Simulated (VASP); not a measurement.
# PbO (F-43m) in VASP: notebook

The runs below take PbO through single point, with PBE0, HSE06.

Program: VASP 6.6.1. These are calculated values, not measurements. Logs are shortened: lines on timing, memory, paths and dates and some standing lists are left out, and cuts for length are marked.

### Step 1. The cell of the first run

Symmetry: F-43m, No. 216, cubic system. Conventional cell: a = 5.598 Å, b = 5.598 Å, c = 5.598 Å, α = 90.00°, β = 90.00°, γ = 90.00°. Within 3.2 Å of Pb (site symmetry -43m) lie 4 O at 2.42 Å. Within 3.2 Å of O (site symmetry -43m) lie 4 Pb at 2.42 Å.

### Step 2. Single point, PBE0

The input, POSCAR:

```
PbO
1.0
    0.0000000000      2.7987768021      2.7987768021
    2.7987768021      0.0000000000      2.7987768021
    2.7987768021      2.7987768021      0.0000000000
Pb O
1 1
Direct
    0.0000000000      0.0000000000      0.0000000000
    0.2500000000      0.2500000000      0.2500000000
```

The input, INCAR.step1:

```
PREC = Accurate
ENCUT = 520
EDIFF = 1E-5
ISMEAR = 0
SIGMA = 0.01
LREAL = F
LASPH = T
NELM = 60
ALGO = Normal
ISIF = 2
LWAVE = T
GGA = PE
NBANDS = 17
```

The input, INCAR.step2:

```
PREC = Accurate
ENCUT = 520
EDIFF = 1E-6
ISMEAR = 0
SIGMA = 0.01
LREAL = F
LASPH = T
NELM = 60
ALGO = Normal
ISIF = 2
LWAVE = F
LCHARG = T
GGA = PE
LHFCALC = T
AEXX = 0.25
PRECFOCK = Normal
LELF = T
LVHAR = T
ISTART = 1
NBANDS = 17
```

The input, KPOINTS:

```
regular mesh
0
Gamma
  6 6 6
```

Potentials or basis: VASP PAW PBE potentials, release 64 (Pb_d, O).

The run is started by

```sh
> cat potpaw_PBE.64/Pb_d/POTCAR potpaw_PBE.64/O/POTCAR > POTCAR
> cp INCAR.step1 INCAR
> mpirun -np 1 vasp_std > vasp.out
> cp INCAR.step2 INCAR
> mpirun -np 1 vasp_std > vasp.out
```

OUTCAR:

```text
PREC = Accurate
   ENCUT = 520
   EDIFF = 1E-6
   ISMEAR = 0
   LREAL = F
   LASPH = T
   NELM = 60
   ISIF = 2
   GGA = PE
   LHFCALC = T
   AEXX = 0.25
   PRECFOCK = Normal
   ISTART = 1

 ion  position               nearest neighbor table
   1  0.000  0.000  0.000-   2 2.42   2 2.42   2 2.42   2 2.42
   2  0.250  0.250  0.250-   1 2.42   1 2.42   1 2.42   1 2.42

  LATTYP: Found a face centered cubic cell.
 ALAT       =     5.5975536042

  Lattice vectors:

 A1 = (   0.0000000000,   2.7987768021,   2.7987768021)
 A2 = (   2.7987768021,   0.0000000000,   2.7987768021)
 A3 = (   2.7987768021,   2.7987768021,   0.0000000000)

Analysis of symmetry for initial positions (statically):
=====================================================================
 Subroutine PRICEL returns:
 Original cell was already a primitive cell.

 Routine SETGRP: Setting up the symmetry group for a
 face centered cubic supercell.

 Subroutine GETGRP returns: Found 24 space group operations
 (whereof 24 operations were pure point group operations)
 out of a pool of 48 trial point group operations.

The static configuration has the point symmetry T_d .

Analysis of symmetry for dynamics (positions and initial velocities):
=====================================================================
 Subroutine PRICEL returns:
 Original cell was already a primitive cell.

 Routine SETGRP: Setting up the symmetry group for a
 face centered cubic supercell.

 Subroutine GETGRP returns: Found 24 space group operations
 (whereof 24 operations were pure point group operations)
 out of a pool of 48 trial point group operations.

The dynamic configuration has the point symmetry T_d .

 Subroutine INISYM returns: Found 24 space group operations
 (whereof 24 operations are pure point group operations),
 and found     1 'primitive' translations

----------------------------------------------------------------------------------------

                                     Primitive cell

  volume of cell :      43.8465

  direct lattice vectors                    reciprocal lattice vectors
     0.000000000  2.798776802  2.798776802    -0.178649473  0.178649473  0.178649473
     2.798776802  0.000000000  2.798776802     0.178649473 -0.178649473  0.178649473
     2.798776802  2.798776802  0.000000000     0.178649473  0.178649473 -0.178649473

  length of vectors
     3.958068112  3.958068112  3.958068112     0.309429964  0.309429964  0.309429964

  position of ions in fractional coordinates (direct lattice)
     0.000000000  0.000000000  0.000000000
     0.250000000  0.250000000  0.250000000

  ion indices of the primitive-cell ions
   primitive index   ion index
                 1           1
                 2           2

----------------------------------------------------------------------------------------

 KPOINTS: regular mesh

Automatic generation of k-mesh.
 Grid dimensions read from file:
 generate k-points for:    6    6    6

 Generating k-lattice:

  Cartesian coordinates                     Fractional coordinates (reciprocal lattice)
    -0.029774912  0.029774912  0.029774912     0.166666667  0.000000000  0.000000000
     0.029774912 -0.029774912  0.029774912     0.000000000  0.166666667  0.000000000
     0.029774912  0.029774912 -0.029774912     0.000000000  0.000000000  0.166666667

  Length of vectors
     0.051571661  0.051571661  0.051571661

  Shift w.r.t. Gamma in fractional coordinates (k-lattice)
     0.000000000  0.000000000  0.000000000

 Subroutine IBZKPT returns following result:
 ===========================================

 Found     16 irreducible k-points:

 Following reciprocal coordinates:
            Coordinates               Weight
  0.000000  0.000000  0.000000      1.000000
  0.166667  0.000000  0.000000      8.000000
  0.333333  0.000000  0.000000      8.000000
  0.500000  0.000000  0.000000      4.000000
  0.166667  0.166667  0.000000      6.000000
  0.333333  0.166667  0.000000     24.000000
[... 8 lines left out ...]
 -0.333333  0.333333  0.166667     24.000000
 -0.333333  0.500000  0.166667     12.000000
   k-points           NKPTS =     16   k-points in BZ     NKDIM =    216   number of bands    NBANDS=     17
   number of dos      NEDOS =    301   number of ions     NIONS =      2
   total plane-waves  NPLWV =  27000
   dimension x,y,z NGX =    30 NGY =   30 NGZ =   30
   dimension x,y,z NGXF=    60 NGYF=   60 NGZF=   60
   ions per type =               1   1
   NGX,Y,Z   is equivalent  to a cutoff of  12.60, 12.60, 12.60 a.u.
   NGXF,Y,Z  is equivalent  to a cutoff of  25.20, 25.20, 25.20 a.u.
 SYSTEM =  unknown system
   PREC   = accura    normal or accurate (medium, high low for compatibility)
   ISTART =      1    job   : 0-new  1-cont  2-samecut
   ICHARG =      0    charge: 1-file 2-atom 10-const
   ISPIN  =      1    spin polarized calculation?
   LNONCOLLINEAR =      F non collinear calculations
   LSORBIT =      F    spin-orbit coupling
   LASPH  =      T    aspherical Exc in radial PAW
   ENCUT  =  520.0 eV  38.22 Ry    6.18 a.u.   7.36  7.36  7.36*2*pi/ulx,y,z
   NELM   =     60;   NELMIN=  2; NELMDL=  0     # of ELM steps
   EDIFF  = 0.1E-05   stopping-criterion for ELM
   LREAL  =      F    real-space projection
   EDIFFG = 0.1E-04   stopping-criterion for IOM
   NSW    =      0    number of steps for IOM
   IBRION =     -1    ionic relax: 0-MD 1-quasi-New 2-CG
   NFREE  =      0    steps in history (QN), initial steepest desc. (CG)
   ISIF   =      2    stress and relaxation
   ISYM   =      3    0-nonsym 1-usesym 2-fastsym
   POTIM  = 0.5000    time-step for ionic-motion
   TEBEG  =    0.0;   TEEND  =   0.0 temperature during run
   PSTRESS=    0.0 pullay stress
   NELECT =      20.0000    total number of electrons
   NUPDOWN=      -1.0000    fix difference up-down
   EMIN   =  10.00;   EMAX   =-10.00  energy-range for DOS
   EFERMI =   0.00;   METHOD = LEGACY
   ISMEAR =     0;   SIGMA  =   0.01  broadening in eV -4-tet -1-fermi 0-gaus
   EFERMI_NEDOS =   21; number of points for ismear=-14 and -15
   IALGO  =     38    algorithm
   IMIX   =      1    mixing-type and parameters
     AMIX     =   0.40;   BMIX     =  1.00
     AMIX_MAG =   1.60;   BMIX_MAG =  1.00
  volume/ion in A,a.u.               =      21.92       147.95
  Fermi-wavevector in a.u.,A,eV,Ry     =   1.260201  2.381435 21.607509  1.588107
  Thomas-Fermi vector in A             =   2.393723
   LORBIT       =      0    0 simple, 1 ext, 2 COOP (PROOUT), +10 PAW based schemes
   GGA     = PE    functional components
   LHFCALC =     T    Hartree Fock is set to
   PRECFOCK=normal    Normal, Fast or Accurate (Low or Medium for compatibility)
   ENCUT4O =  -1.0   cutoff for four orbital integrals eV
   NKREDX  =     1    reduce k-point grid by
   NKREDY  =     1    reduce k-point grid by
   NKREDZ  =     1    reduce k-point grid by
   AEXX    =    0.2500 exact exchange contribution
   HFSCREEN=    0.0000 screening length (either q_TF or 0.3 A-1)
   HFSCREENC=   0.0000 screening length for correlation (either q_TF or 0.3 A-1)
   ENCUTFOCK=  -1.0 apply spherical cutoff to Coloumb kernel
   IVDW    =     0    specifies the selected vdW correction
   LEPSILON=     F    determine dielectric tensor
   LRPA    =     F    only Hartree local field effects (RPA)
 non-spin polarized calculation
 Gauss-broadening in eV      SIGMA  =   0.01
  energy-cutoff  :      520.00
  volume of cell :       43.85
 maximum number of plane-waves:      1243
 NGX is ok and might be reduce to    30
  NGX = 24; NGY = 24; NGZ = 24

 number of electron      20.0000003 magnetization

 Free energy of the ion-electron system (eV)
  ---------------------------------------------------
  ext. energy  EPLUGINS =         0.00000000
  ---------------------------------------------------
  free energy    TOTEN  =       -13.68333795 eV

  energy without entropy =      -13.68333795  energy(sigma->0) =      -13.68333795

 E-fermi :   3.9637     XC(G=0):  -7.3460

 val. band max:        3.8370942794   @ k =  -0.3333   0.5000   0.1667
 cond. band min:       5.5864873902   @ k =   0.5000   0.5000   0.0000
 fundamental gap:      1.7493931109
 Fermi energy:         3.9636633188

 k-point     1 :       0.0000    0.0000    0.0000
  band No.  band energies     occupation
      1     -15.8806      2.00000
      2     -14.1651      2.00000
      3     -14.1651      2.00000
      4     -14.1651      2.00000
      5     -14.0472      2.00000
      6     -14.0472      2.00000
[... 9 lines left out ...]
     16      17.7444      0.00000
     17      17.7444      0.00000

 k-point     2 :       0.1667    0.0000    0.0000
  band No.  band energies     occupation
      1     -15.8979      2.00000
      2     -14.1490      2.00000
      3     -14.1490      2.00000
      4     -14.0462      2.00000
      5     -14.0462      2.00000
      6     -14.0149      2.00000
[... 9 lines left out ...]
     16      17.2064      0.00000
     17      17.2255      0.00000

 k-point     3 :       0.3333    0.0000    0.0000
  band No.  band energies     occupation
      1     -15.9404      2.00000
      2     -14.1323      2.00000
      3     -14.1323      2.00000
      4     -14.0282      2.00000
      5     -14.0282      2.00000
      6     -13.6728      2.00000
[... 9 lines left out ...]
     16      17.2220      0.00000
     17      18.8455      0.00000

 k-point     4 :       0.5000    0.0000    0.0000
  band No.  band energies     occupation
      1     -15.9646      2.00000
      2     -14.1317      2.00000
      3     -14.1317      2.00000
      4     -14.0112      2.00000
      5     -14.0112      2.00000
      6     -13.4780      2.00000
[... 9 lines left out ...]
     16      17.6072      0.00000
     17      18.4671      0.00000
[... 183 lines left out ...]
      1     -15.9631      2.00000
      2     -14.1094      2.00000
      3     -14.0869      2.00000
      4     -14.0527      2.00000
      5     -14.0207      2.00000
      6     -13.4567      2.00000
[... 9 lines left out ...]
     16      18.5322      0.00000
     17      20.7833      0.00000

 k-point    15 :      -0.3333    0.3333    0.1667
  band No.  band energies     occupation
      1     -15.9760      2.00000
      2     -14.1152      2.00000
      3     -14.0782      2.00000
      4     -14.0423      2.00000
      5     -14.0217      2.00000
      6     -13.3177      2.00000
[... 9 lines left out ...]
     16      19.2607      0.00000
     17      20.4695      0.00000

 k-point    16 :      -0.3333    0.5000    0.1667
  band No.  band energies     occupation
      1     -15.9828      2.00000
      2     -14.1011      2.00000
      3     -14.0798      2.00000
      4     -14.0258      2.00000
      5     -14.0155      2.00000
      6     -13.2883      2.00000
[... 9 lines left out ...]
     16      18.8681      0.00000
     17      20.7401      0.00000

------------------------ aborting loop because EDIFF is reached ----------------------------------------

  FORCE on cell =-STRESS in cart. coord.  units (eV):
  Direction    XX          YY          ZZ          XY          YZ          ZX
  --------------------------------------------------------------------------------------
  -------------------------------------------------------------------------------------
  Total        0.0939550      0.0939550      0.0939550     -0.0000000      0.0000000     -0.0000000
  in kB        3.4331744      3.4331744      3.4331744     -0.0000000      0.0000000     -0.0000000
  external PRESSURE =       3.4331744 kB  Pullay stress =       0.0000000 kB

 VOLUME and BASIS-vectors are now :
 -----------------------------------------------------------------------------
  energy-cutoff  :      520.00
  volume of cell :       43.85
      direct lattice vectors                 reciprocal lattice vectors
     0.000000000  2.798776802  2.798776802    -0.178649473  0.178649473  0.178649473
     2.798776802  0.000000000  2.798776802     0.178649473 -0.178649473  0.178649473
     2.798776802  2.798776802  0.000000000     0.178649473  0.178649473 -0.178649473

 POSITION                                       TOTAL-FORCE (eV/Angst)
 -----------------------------------------------------------------------------------
      0.00000      0.00000      0.00000        -0.000000     -0.000000     -0.000000
      1.39939      1.39939      1.39939         0.000000      0.000000      0.000000
 -----------------------------------------------------------------------------------
    total drift:                                0.000005      0.000008      0.000007

  FREE ENERGIE OF THE ION-ELECTRON SYSTEM (eV)
  ---------------------------------------------------
  free  energy   TOTEN  =       -13.6833379453 eV

  energy  without entropy=      -13.6833379453  energy(sigma->0) =      -13.68333795
```

Wall time 23 min (1 thread of AMD EPYC 9R45 (Zen 5), shared host); peak memory 0.16 GiB.

Results:

| Quantity | Value |
| --- | --- |
| Free energy | -13.6833 eV |
| Pressure | 0.3 GPa |
| Band gap on the k mesh | 1.75 eV (least direct gap 1.91 eV) |

Levels at points of the mesh, in eV from the valence-band top:
```tsv
k point	band 6	band 7	band 8	band 9	band 10	band 11	band 12	band 13	band 14	band 15
(0.00, 0.00, 0.00)	-17.88	-7.27	-2.78	-2.78	-2.78	7.02	7.02	7.02	9.85	13.91
(0.50, 0.00, 0.00)	-17.32	-8.53	-3.28	-3.28	-2.33	3.89	7.23	7.23	10.40	13.77
(0.50, 0.50, 0.00)	-17.19	-8.50	-4.10	-4.10	-0.16	1.75	7.75	7.75	7.97	12.82
```

Caveat: the structure was generated, so it needn't be the stable form of PbO; the PAW data sets were made with another functional, which shifts forces and pressure a little; spin-orbit coupling is left out, which moves the levels of the heavy elements.

### Step 3. Single point, HSE06

POSCAR is that of step 2.

The input, INCAR.step1:

```
SYSTEM = PbO
  PREC = Accurate
  ENCUT = 520
  EDIFF = 1E-5
  ISMEAR = 0
  SIGMA = 0.01
  LREAL = .FALSE.
  LASPH = .TRUE.
  NELM = 60
  ALGO = Normal
  ISIF = 2
  LWAVE = .TRUE.
  LCHARG = .FALSE.
  GGA = PE
  NBANDS = 17
```

The input, INCAR.step2:

```
SYSTEM = PbO
  PREC = Accurate
  ENCUT = 520
  EDIFF = 1E-6
  ISMEAR = 0
  SIGMA = 0.01
  LREAL = .FALSE.
  LASPH = .TRUE.
  NELM = 60
  ALGO = Normal
  ISIF = 2
  LWAVE = .FALSE.
  LCHARG = .FALSE.
  GGA = PE
  LHFCALC = .TRUE.
  HFSCREEN = 0.2079
  PRECFOCK = Normal
  ISTART = 1
  NBANDS = 17
```

The input, KPOINTS:

```
regular mesh
0
G
  6 6 6
  0 0 0
```

Potentials or basis: VASP PAW PBE potentials, release 64 (Pb_d, O).

The run is started by

```sh
> cat potpaw_PBE.64/Pb_d/POTCAR potpaw_PBE.64/O/POTCAR > POTCAR
> cp INCAR.step1 INCAR
> mpirun -np 1 vasp_std > vasp.out
> cp INCAR.step2 INCAR
> mpirun -np 1 vasp_std > vasp.out
```

Run time: 77 min. Hardware: 1 thread of Oxide Virtual Turin-like, shared host; peak memory 0.26 GiB.

The run converged. Its results:

* Free energy: -12.6324 eV
* Pressure: 0.4 GPa
* Band gap on the k mesh: 1.09 eV (least direct gap 1.24 eV)

Levels at points of the mesh, in eV from the valence-band top:
```csv
k point,band 7,band 8,band 9,band 10,band 11,band 12,band 13,band 14
"(0.00, 0.00, 0.00)",-7.20,-2.74,-2.74,-2.74,6.29,6.29,6.29,9.15
"(0.50, 0.00, 0.00)",-8.47,-3.24,-3.24,-2.29,3.19,6.50,6.50,9.70
"(0.50, 0.50, 0.00)",-8.44,-4.05,-4.05,-0.16,1.09,7.01,7.01,7.29
```

Caveat: the structure was generated, so it needn't be the stable form of PbO; the PAW data sets were made with another functional, which shifts forces and pressure a little; spin-orbit coupling is left out, which moves the levels of the heavy elements. A k mesh can miss the band edges.
